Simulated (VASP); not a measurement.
Here is a VASP 6.6.1 calculation.

File POSCAR:

```
W
1.0
   -1.5847559371      1.5847559371      1.5847559371
    1.5847559371     -1.5847559371      1.5847559371
    1.5847559371      1.5847559371     -1.5847559371
W
1
Direct
    0.0000000000      0.0000000000      0.0000000000
```

Contents of INCAR.step1:

```
  ALGO = Normal
  EDIFF = 1E-4
  ENCUT = 520
  GGA = PE
  ISMEAR = 1
  LASPH = T
  LCHARG = F
  LREAL = F
  LWAVE = T
  NBANDS = 13
  NELM = 80
  PREC = Accurate
  SIGMA = 0.1
```

File INCAR.step2:

```
  ALGO = Normal
  EDIFF = 1E-7
  ENCUT = 520
  ISIF = 2
  ISMEAR = 1
  ISTART = 1
  LASPH = T
  LCHARG = T
  LELF = T
  LMIXTAU = T
  LREAL = F
  LVHAR = T
  LWAVE = F
  METAGGA = R2SCAN
  NBANDS = 13
  NELM = 80
  PREC = Accurate
  SIGMA = 0.1
```

Contents of KPOINTS:

```
k-points
0
Gamma
  24 24 24
```

Potentials or basis: VASP PAW PBE potentials, release 64 (W_sv).

Run with:

```bash
$ cat potpaw_PBE.64/W_sv/POTCAR > POTCAR
$ cp INCAR.step1 INCAR
$ mpirun -np 1 vasp_std > vasp.out
$ cp INCAR.step2 INCAR
$ mpirun -np 1 vasp_std > vasp.out
```

Question: What does it give for the band gap on the k mesh?

Answer: Zero (bands 7 and 8 overlap by 6.58 eV).

Question: Predict the pressure.

Answer: 1.0 GPa.

Caveat: the PAW data sets were made with another functional, which shifts forces and pressure a little; spin-orbit coupling is left out, which moves the levels of the heavy elements.
